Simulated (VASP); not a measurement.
# Ni (Fm-3m) in VASP: further runs

The runs below take Ni through single point, relaxation of cell and atoms, with PBE.

Everything below comes from runs of VASP 6.6.1. Logs are shortened: lines on timing, memory, paths and dates and some standing lists are left out, and cuts for length are marked.

### Step 1. The cell of the first run

It takes space group Fm-3m (No. 225, cubic). The conventional cell has a = 3.521 Å, b = 3.521 Å, c = 3.521 Å, α = 90.00°, β = 90.00°, γ = 90.00°. Ni (site symmetry m-3m) has 12 Ni at 2.49 Å within 3.3 Å.

### Step 2. Single point, PBE, collinear spin, ferromagnetic start

Contents of INCAR:

```
SYSTEM = Ni
PREC = Accurate
ENCUT = 520
EDIFF = 1E-6
ISMEAR = -1
SIGMA = 0.1
LREAL = .False.
LASPH = .True.
NELM = 150
ALGO = Normal
ISIF = 2
LWAVE = .False.
LCHARG = .False.
ISPIN = 2
MAGMOM = 1
LORBIT = 11
LMAXMIX = 4
GGA = PE
NBANDS = 15
```

Contents of KPOINTS:

```
Automatic mesh
0
Gamma
  21 21 21
  0 0 0
```

Contents of POSCAR:

```
Ni
1.0
    0.0000000000      1.7602636194      1.7602636194
    1.7602636194      0.0000000000      1.7602636194
    1.7602636194      1.7602636194      0.0000000000
Ni
1
Direct
    0.0000000000      0.0000000000      0.0000000000
```

Potentials or basis: VASP PAW PBE potentials, release 64 (Ni).

Started as:

```sh
$ cat potpaw_PBE.64/Ni/POTCAR > POTCAR
$ mpirun -np 1 vasp_std > vasp.out
```

OUTCAR:

```text
SYSTEM = Ni
   PREC = Accurate
   ENCUT = 520
   EDIFF = 1E-6
   ISMEAR = -1
   LREAL = .False.
   LASPH = .True.
   NELM = 150
   ISIF = 2
   ISPIN = 2
   LORBIT = 11
   GGA = PE

 ion  position               nearest neighbor table
   1  0.000  0.000  0.000-

  LATTYP: Found a face centered cubic cell.
 ALAT       =     3.5205272388

  Lattice vectors:

 A1 = (   0.0000000000,   1.7602636194,   1.7602636194)
 A2 = (   1.7602636194,   0.0000000000,   1.7602636194)
 A3 = (   1.7602636194,   1.7602636194,   0.0000000000)

Analysis of symmetry for initial positions (statically):
=====================================================================
 Subroutine PRICEL returns:
 Original cell was already a primitive cell.

 Routine SETGRP: Setting up the symmetry group for a
 face centered cubic supercell.

 Subroutine GETGRP returns: Found 48 space group operations
 (whereof 48 operations were pure point group operations)
 out of a pool of 48 trial point group operations.

The static configuration has the point symmetry O_h .

Analysis of symmetry for dynamics (positions and initial velocities):
=====================================================================
 Subroutine PRICEL returns:
 Original cell was already a primitive cell.

 Routine SETGRP: Setting up the symmetry group for a
 face centered cubic supercell.

 Subroutine GETGRP returns: Found 48 space group operations
 (whereof 48 operations were pure point group operations)
 out of a pool of 48 trial point group operations.

The dynamic configuration has the point symmetry O_h .

Analysis of structural, dynamic, and magnetic symmetry:
=====================================================================
 Subroutine PRICEL returns:
 Original cell was already a primitive cell.

 Routine SETGRP: Setting up the symmetry group for a
 face centered cubic supercell.

 Subroutine GETGRP returns: Found 48 space group operations
 (whereof 48 operations were pure point group operations)
 out of a pool of 48 trial point group operations.

The overall configuration has the point symmetry O_h .

 Subroutine INISYM returns: Found 48 space group operations
 (whereof 48 operations are pure point group operations),
 and found     1 'primitive' translations

----------------------------------------------------------------------------------------

                                     Primitive cell

  volume of cell :      10.9085

  direct lattice vectors                    reciprocal lattice vectors
     0.000000000  1.760263619  1.760263619    -0.284048363  0.284048363  0.284048363
     1.760263619  0.000000000  1.760263619     0.284048363 -0.284048363  0.284048363
     1.760263619  1.760263619  0.000000000     0.284048363  0.284048363 -0.284048363

[... 116 lines left out ...]
   NGX =  9   NGY =  9   NGZ =  9

 number of electron      10.0000010 magnetization       0.6087938

 Free energy of the ion-electron system (eV)
  ---------------------------------------------------
  ext. energy  EPLUGINS =         0.00000000
  ---------------------------------------------------
  free energy    TOTEN  =        -5.49825656 eV

  energy without entropy =       -5.44379851  energy(sigma->0) =       -5.47102753

 E-fermi :   9.3270     XC(G=0): -13.2400

 val. band max:        9.3239014689   @ k =  -0.3333   0.2381   0.0952
 cond. band min:       9.3307019351   @ k =   0.4286   0.2381   0.0476
 fundamental gap:      0.0068004661
 Fermi energy:         9.3270401882

 spin component 1

 k-point     1 :       0.0000    0.0000    0.0000
  band No.  band energies     occupation
      1       0.3464      1.00000
      2       6.9326      1.00000
      3       6.9326      1.00000
      4       6.9326      1.00000
      5       8.0892      1.00000
      6       8.0892      1.00000
      7      33.0395      0.00000
      8      36.8782      0.00000
      9      36.8782      0.00000
     10      36.8782      0.00000
     11      39.8145      0.00000
     12      39.8145      0.00000
     13      39.8145      0.00000
     14      42.7797      0.00000
[... 403 lines left out ...]
      4       7.5672      1.00000
      5       8.5349      0.99964
      6       8.9216      0.98295
      7      17.2913      0.00000
      8      31.0282      0.00000
      9      33.1724      0.00000
     10      34.7186      0.00000
     11      37.1087      0.00000
     12      38.6901      0.00000
     13      43.3053      0.00000
     14      51.2889      0.00000
     15      52.5216      0.00000

 [... further k-points ...]

 spin component 2

 k-point     1 :       0.0000    0.0000    0.0000
  band No.  band energies     occupation
      1       0.3136      1.00000
      2       7.6539      1.00000
      3       7.6539      1.00000
      4       7.6539      1.00000
      5       8.6728      0.99856
      6       8.6728      0.99856
      7      32.8814      0.00000
      8      36.8646      0.00000
      9      36.8646      0.00000
     10      36.8646      0.00000
     11      39.9108      0.00000
     12      39.9108      0.00000
     13      39.9108      0.00000
     14      42.6559      0.00000
[... 403 lines left out ...]
      4       7.8534      1.00000
      5       9.2533      0.67637
      6       9.5677      0.08270
      7      17.5633      0.00000
      8      30.9749      0.00000
      9      33.1899      0.00000
     10      34.8123      0.00000
     11      37.1469      0.00000
     12      38.7160      0.00000
     13      43.3870      0.00000
     14      51.3601      0.00000
     15      52.7838      0.00000

 [... further k-points ...]
[... 5 lines left out ...]
  --------------------------------------------------------------------------------------
  -------------------------------------------------------------------------------------
  Total       -0.0100294     -0.0100294     -0.0100294      0.0000000      0.0000000      0.0000000
  in kB       -1.4730678     -1.4730678     -1.4730678      0.0000000      0.0000000      0.0000000
  external PRESSURE =      -1.4730678 kB  Pullay stress =       0.0000000 kB

 VOLUME and BASIS-vectors are now :
 -----------------------------------------------------------------------------
  energy-cutoff  :      520.00
  volume of cell :       10.91
      direct lattice vectors                 reciprocal lattice vectors
     0.000000000  1.760263619  1.760263619    -0.284048363  0.284048363  0.284048363
     1.760263619  0.000000000  1.760263619     0.284048363 -0.284048363  0.284048363
     1.760263619  1.760263619  0.000000000     0.284048363  0.284048363 -0.284048363

 POSITION                                       TOTAL-FORCE (eV/Angst)
 -----------------------------------------------------------------------------------
      0.00000      0.00000      0.00000        -0.000000     -0.000000     -0.000000
 -----------------------------------------------------------------------------------
    total drift:                                0.000000      0.000000      0.000000

  FREE ENERGIE OF THE ION-ELECTRON SYSTEM (eV)
  ---------------------------------------------------
  free  energy   TOTEN  =        -5.4982565583 eV

  energy  without entropy=       -5.4437985082  energy(sigma->0) =       -5.47102753

 total charge

# of ion       s       p       d       tot
------------------------------------------
    1        0.496   0.495   8.314   9.305

 magnetization (x)

# of ion       s       p       d       tot
------------------------------------------
    1       -0.006  -0.024   0.651   0.620
```

OSZICAR:

```text
N       E                     dE             d eps       ncg     rms          rms(c)
DAV:   1     0.325828714639E+02    0.32583E+02   -0.42367E+03 18341   0.860E+02
DAV:   2    -0.509724974829E+01   -0.37680E+02   -0.34931E+02 19456   0.161E+02
DAV:   3    -0.651257001731E+01   -0.14153E+01   -0.14025E+01 21010   0.306E+01
DAV:   4    -0.652104932656E+01   -0.84793E-02   -0.84781E-02 20995   0.225E+00
DAV:   5    -0.652115392879E+01   -0.10460E-03   -0.10460E-03 21414   0.223E-01    0.992E+00
DAV:   6    -0.584591899829E+01    0.67523E+00   -0.13437E+01 24811   0.404E+01    0.601E+00
DAV:   7    -0.551515785430E+01    0.33076E+00   -0.23713E+00 23136   0.152E+01    0.188E+00
DAV:   8    -0.550128016811E+01    0.13878E-01   -0.21652E-02 21286   0.971E-01    0.938E-01
DAV:   9    -0.549880764522E+01    0.24725E-02   -0.17521E-03 28493   0.254E-01    0.258E-01
DAV:  10    -0.549825849677E+01    0.54915E-03   -0.66337E-04 27750   0.146E-01    0.323E-02
DAV:  11    -0.549825579680E+01    0.27000E-05   -0.26930E-05 24306   0.383E-02    0.248E-02
DAV:  12    -0.549825655830E+01   -0.76151E-06   -0.99565E-07 17729   0.758E-03
   1 F= -.54982566E+01 E0= -.54710275E+01  d E =-.544581E-01  mag=     0.6086
```

stdout:

```text
POSCAR found type information on POSCAR Ni
 POSCAR found :  1 types and       1 ions
 scaLAPACK will be used
 LDA part: xc-table for (Slater+PW92), standard interpolation
 POSCAR, INCAR and KPOINTS ok, starting setup
 FFT: planning ... GRIDC
 FFT: planning ... GRID_SOFT
 FFT: planning ... GRID
 WAVECAR not read
 entering main loop
```

Wall time 39 s (1 thread of Intel Xeon 6975P-C (Granite Rapids), shared host); peak memory 0.18 GiB.

What came out:

```yaml
Free_energy: -5.4983 eV
Pressure: -0.1 GPa
Net_moment: 0.61 μB per cell
Site_moments: Ni +0.62 μB
Valence_electrons_inside_the_program's_atomic_spheres: Ni 9.30
```

Levels at points of the mesh, in eV from the Fermi level:
Spin up:
| k point | band 3 | band 4 | band 5 | band 6 | band 7 | band 8 |
| --- | --- | --- | --- | --- | --- | --- |
| (0.00, 0.00, 0.00) | -2.39 | -2.39 | -1.24 | -1.24 | 23.71 | 27.55 |
Spin down:
| k point | band 2 | band 3 | band 4 | band 5 | band 6 | band 7 | band 8 | band 9 |
| --- | --- | --- | --- | --- | --- | --- | --- | --- |
| (0.00, 0.00, 0.00) | -1.67 | -1.67 | -1.67 | -0.65 | -0.65 | 23.55 | 27.54 | 27.54 |

### Step 3. Relaxation of cell and atoms, PBE, collinear spin, ferromagnetic start

Contents of INCAR:

```
SYSTEM = Ni
PREC = Accurate
ENCUT = 600
EDIFF = 1E-6
ISMEAR = -1
SIGMA = 0.1
LREAL = .False.
LASPH = .True.
NELM = 150
ALGO = Normal
ISIF = 3
LWAVE = .False.
LCHARG = .False.
ISPIN = 2
MAGMOM = 1
LORBIT = 11
LMAXMIX = 4
GGA = PE
IBRION = 2
NSW = 60
EDIFFG = -0.005
```

Contents of KPOINTS:

```
regular mesh
0
Gamma
  21 21 21
  0 0 0
```

Contents of POSCAR:

```
Ni
1.0
    0.0000000000      1.7597012234      1.7597012234
    1.7597012234      0.0000000000      1.7597012234
    1.7597012234      1.7597012234      0.0000000000
Ni
1
Direct
    0.0000000000      0.0000000000      0.0000000000
```

Potentials or basis: VASP PAW PBE potentials, release 64 (Ni).

Started as:

```sh
$ cat potpaw_PBE.64/Ni/POTCAR > POTCAR
$ mpirun -np 1 vasp_std > vasp.out
```

It took 52 s on 1 thread of Intel Xeon 6975P-C (Granite Rapids), shared host; peak memory 0.19 GiB.

It converged, with:

| Quantity | Value |
| --- | --- |
| Free energy | -5.4980 eV |
| Relaxed volume | 10.90 Å³/atom |
| Relaxed cell | a = 2.488 Å, b = 2.488 Å, c = 2.488 Å, α = 60.00°, β = 60.00°, γ = 60.00° |
| Space group after relaxing (to 0.05 Å) | Fm-3m (No. 225) |
| Energy gained by relaxing | 0.0 meV/atom |
| Ionic steps | 4 |
| Pressure after relaxing | 0.1 GPa |
| Net moment | 0.61 μB per cell |
| Site moments | Ni +0.62 μB |
| Valence electrons inside the program's atomic spheres | Ni 9.31 |

Final structure:
```xyz
1
Lattice="0.0000 1.7596 1.7596 1.7596 0.0000 1.7596 1.7596 1.7596 0.0000" Properties=species:S:1:pos:R:3 pbc="T T T"
Ni    0.0000    0.0000    0.0000
```

Levels at points of the mesh, in eV from the Fermi level:
Spin up:
| k point | band 2 | band 3 | band 4 | band 5 | band 6 | band 7 | band 8 | band 9 |
| --- | --- | --- | --- | --- | --- | --- | --- | --- |
| (0.00, 0.00, 0.00) | -2.40 | -2.40 | -2.40 | -1.24 | -1.24 | 23.72 | 27.57 | 27.57 |
Spin down:
```
           k point  band 3  band 4  band 5  band 6  band 7  band 8
(0.00, 0.00, 0.00)   -1.68   -1.68   -0.66   -0.66   23.56   27.56
```

### Step 4. Single point, PBE, collinear spin, ferromagnetic start

This run uses another cell than the first one: it holds 2 atoms, not 1.

Contents of INCAR:

```
PREC = Accurate
ENCUT = 520
EDIFF = 1E-7
ISMEAR = -1
SIGMA = 0.1
LREAL = F
LASPH = T
NELM = 150
ALGO = Normal
ISIF = 2
LWAVE = F
LCHARG = F
ISPIN = 2
MAGMOM = 1 1
LORBIT = 11
LMAXMIX = 4
GGA = PE
NBANDS = 21
```

Contents of KPOINTS:

```
Automatic mesh
0
Gamma
  16 16 12
```

Contents of POSCAR:

```
Ni
1.0
    1.7602636194      1.7602636194      0.0000000000
   -1.7602636194      1.7602636194      0.0000000000
    0.0000000000      0.0000000000      3.5205272387
Ni
2
Direct
    0.0000000000      0.0000000000      0.0000000000
    0.5000000000      0.5000000000      0.5000000000
```

Started as:

```sh
$ cat potpaw_PBE.64/Ni/POTCAR > POTCAR
$ mpirun -np 1 vasp_std > vasp.out
```

It took 1.9 min on 1 thread of Intel Xeon 6975P-C (Granite Rapids), shared host; peak memory 0.3 GiB.

Results (log left out):

```yaml
Free_energy: -10.9966 eV
Pressure: -0.1 GPa
Net_moment: 1.22 μB per cell
Site_moments: Ni +0.62 μB
Valence_electrons_inside_the_program's_atomic_spheres: Ni 9.30
```

Levels at points of the mesh, in eV from the Fermi level:
Spin up:
```
           k point  band 9  band 10  band 11  band 12  band 13  band 14
(0.00, 0.00, 0.00)   -0.53    -0.44    -0.44     2.46     9.21    14.81
(0.50, 0.00, 0.00)   -1.36    -1.36     0.98     0.98    11.51    11.51
(0.50, 0.50, 0.00)   -0.44    -0.44     2.46     2.46     9.21     9.21
(0.00, 0.00, 0.50)   -1.56    -1.56    -0.89    -0.89    19.24    19.24
(0.50, 0.00, 0.50)   -0.58    -0.58    -0.28    -0.28     5.67     5.67
(0.50, 0.50, 0.50)   -0.44    -0.44     7.73     7.73     7.73     7.73
```
Spin down:
```tsv
k point	band 7	band 8	band 9	band 10	band 11	band 12	band 13	band 14
(0.00, 0.00, 0.00)	-0.65	-0.65	0.08	0.39	0.39	2.42	9.45	14.82
(0.50, 0.00, 0.00)	-1.12	-1.12	-0.58	-0.58	1.53	1.53	11.69	11.69
(0.50, 0.50, 0.00)	0.39	0.39	0.39	0.39	2.42	2.42	9.45	9.45
(0.00, 0.00, 0.50)	-0.80	-0.80	-0.80	-0.80	-0.29	-0.29	19.31	19.31
(0.50, 0.00, 0.50)	-0.34	-0.34	0.16	0.16	0.16	0.16	6.07	6.07
(0.50, 0.50, 0.50)	-0.75	-0.75	0.39	0.39	7.90	7.90	7.90	7.90
```

### Step 5. Summary

| task | cell | k mesh | cutoff (eV) | gap on the mesh (eV) | pressure (GPa) | moment (μB) |
| --- | --- | --- | --- | --- | --- | --- |
| single point | a = 2.489 Å, angles 60.0°, 1 atom | 21 × 21 × 21 | 520 | none | -0.1 | 0.61 |
| relaxation of cell and atoms | relaxed from a = 2.489 Å, angles 60.0°, 1 atom | 21 × 21 × 21 | 600 | none | 0.1 | 0.61 |
| single point | a = 2.489, b = 2.489, c = 3.521 Å, 2 atoms | 16 × 16 × 12 | 520 | none | -0.1 | 1.22 |

Alike in all rows: level PBE; potentials or basis VASP PAW PBE potentials, release 64 (Ni); spin collinear, ferromagnetic start; smearing fermi-dirac 0.1 eV.

Absolute energies hang on the potentials; compare differences alone.
